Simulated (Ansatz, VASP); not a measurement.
# Two plane-wave programs on Ge2Bi2O

```
CELL_PARAMETERS angstrom
4.37439 0.00000 0.00000
-2.18719 3.78833 0.00000
0.00000 0.00000 9.22029
ATOMIC_POSITIONS crystal
Ge 0.00000 0.00000 0.19371
Ge 0.00000 0.00000 0.80629
Bi 0.66667 0.33333 0.67292
Bi 0.33333 0.66667 0.32708
O 0.00000 0.00000 0.00000
```

Alike in both runs: functional PBE; k mesh 12 × 12 × 4; occupations gaussian, width 0.1 eV; no spin polarisation.

Ansatz relaxed the structure, and its values are those at the end. VASP's run is a single point on that final structure, the one shown.

|  | VASP | Ansatz |
| --- | --- | --- |
| version | VASP 6.6.1 | Ansatz 0.2.0 |
| potentials or method | VASP PAW PBE potentials, release 64 (Ge_d, Bi_d, O), cutoff 520 eV | scalar-relativistic, plane waves, PAW |
| valence electrons in the cell | 64 | 64 |

Ansatz gave:

- gap on the k mesh at the Fermi level (eV): none
- pressure (GPa): 0.0
- rms of the force components (eV/Å): 0.000

Problem. Estimate VASP's values.

Solution. gap on the k mesh at the Fermi level (eV): none; pressure (GPa): -0.1; rms of the force components (eV/Å): 0.010.

A gap of «none» marks a metal or a gap that the smearing closes. With one functional, cell and mesh, what is left measures potentials, basis and numerics.

Spin-orbit coupling is off throughout.
